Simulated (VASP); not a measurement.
Wanted: the native input for a VASP 6.6.1 run.

```yaml
Task: single point
Functional: LDA
Potentials_or_basis: VASP PAW LDA potentials, release 64 (Sn_d)
Cutoff: 520 eV
k_mesh: 14 × 14 × 14
Occupations: fermi-dirac, width 0.1 eV
Spin: no spin polarisation
Dipole_correction: no
Further_INCAR_settings: ALGO = Normal; EDIFF = 1e-06; NBANDS = 13
```

The structure of Sn lies in POSCAR:

```
Sn
1.0
   -1.8533531110      1.8533531110      1.8533531110
    1.8533531110     -1.8533531110      1.8533531110
    1.8533531110      1.8533531110     -1.8533531110
Sn
1
Direct
    0.0000000000      0.0000000000      0.0000000000
```

One way to write it, as run:

INCAR

```
SYSTEM = Sn
PREC = Accurate
ENCUT = 520
EDIFF = 1E-6
ISMEAR = -1
SIGMA = 0.1
LREAL = .FALSE.
LASPH = .TRUE.
NELM = 60
ALGO = Normal
ISIF = 2
LWAVE = .FALSE.
LCHARG = .FALSE.
NBANDS = 13
```

KPOINTS

```
regular mesh
0
G
  14 14 14
  0 0 0
```

Potentials or basis: VASP PAW LDA potentials, release 64 (Sn_d).

Command:

```bash
$ cat potpaw_LDA.64/Sn_d/POTCAR > POTCAR
$ mpirun -np 1 vasp_std > vasp.out
```

Results of the run:

```
Pressure               : 0.0 GPa
Band gap on the k mesh : zero (band 7 reaches 17.08 eV, above the bottom of band 8 at 6.03 eV)
```

Caveat: spin-orbit coupling is left out, which moves the levels of the heavy elements.

It used 8.3 s of CPU time on 1 thread of Intel(R) Xeon(R) Platinum 8559C (Emerald Rapids), with other jobs on the host.
